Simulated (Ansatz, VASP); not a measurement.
As in VASP and in Ansatz

```
As
1.0
     1.79508    1.03639    5.05426
    -1.79508    1.03639    5.05426
     0.00000   -2.07278    5.05426
As
2
Cartesian
  0.0000 0.0000 11.9534
  0.0000 0.0000 3.2094
```

Alike in both runs: task single point; functional r2SCAN; k mesh 10 × 10 × 10; occupations fermi-dirac, width 0.6 eV; no spin polarisation.

|  | VASP | Ansatz |
| --- | --- | --- |
| version | VASP 6.6.1 | Ansatz 0.2.0 |
| potentials or method | VASP PAW PBE potentials, release 64 (As), cutoff 520 eV | plane waves (500 eV) with PAW, scalar-relativistic |
| valence electrons in the cell | 10 | 30 |

|  | VASP | Ansatz | Ansatz less VASP |
| --- | --- | --- | --- |
| pressure (GPa) | 0.6 | 0.4 | -0.12 |
| traceless stress, the component that is largest in VASP (GPa) | -0.91 | -0.95 | -0.035 |

VASP's potentials were made for PBE, not for r2SCAN. VASP's potentials hold 10 valence electrons a cell and Ansatz's 30, so a difference there can come from the potentials and not from the codes.
